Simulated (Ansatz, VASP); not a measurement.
Ca in VASP and in Ansatz

INCAR

```
SYSTEM = Ca
PREC = Accurate
ENCUT = 520
EDIFF = 1E-6
ISMEAR = 0
SIGMA = 0.15
LREAL = .False.
LASPH = .True.
NELM = 80
ALGO = Normal
ISIF = 2
LWAVE = .False.
LCHARG = .False.
GGA = PS
NBANDS = 11
```

The input KPOINTS:

```
regular mesh
0
Gamma
  14 14 14
  0 0 0
```

The input POSCAR:

```
Ca
1.0
    0.0000000000      2.8780260000      2.7103740000
    2.8780260000      0.0000000000      2.7103740000
    2.8780260000      2.8780260000      0.0000000000
Ca
1
Direct
    0.0000000000      0.0000000000      0.0000000000
```

Input for Ansatz:

```yaml
crystal:
  lattice:
    - [0.0, 2.878026, 2.710374]
    - [2.878026, 0.0, 2.710374]
    - [2.878026, 2.878026, 0.0]
  atoms:
    - { symbol: Ca, position: [0.0, 0.0, 0.0] }
basis:
  ecutwfc: 420
kpoints:
  mp_grid: { grid: [14, 14, 14] }
hamiltonian:
  xc: pbesol
scf:
  occupations: { method: gaussian, width: 0.15 }
output:
  forces: true
  stress: true
  eigenvalues: true
```

Change from the starting cell: strain +0.030 along x and y, -0.030 along z, atoms carried along.

Alike in both runs: task single point; functional PBEsol; k mesh 14 × 14 × 14; occupations gaussian, width 0.15 eV; no spin polarisation.

|  | VASP | Ansatz |
| --- | --- | --- |
| version | VASP 6.6.1 | Ansatz 0.2.0 |
| potentials or method | VASP PAW PBE potentials, release 64 (Ca_sv), cutoff 520 eV | scalar-relativistic, plane waves, PAW |
| valence electrons in the cell | 10 | 10 |

Ansatz gave:

| Item | Value |
| --- | --- |
| gap on the k mesh at the Fermi level (eV) | none |
| pressure (GPa) | -1.5 |
| traceless stress, the component that is largest in VASP (GPa) | 0.20 |

What did VASP give for the same quantities?

gap on the k mesh at the Fermi level (eV): none; pressure (GPa): -1.6; traceless stress, the component that is largest in VASP (GPa): 0.21.

VASP's potentials were made for PBE, not for PBEsol. A gap of «none» marks a metal or a gap that the smearing closes.
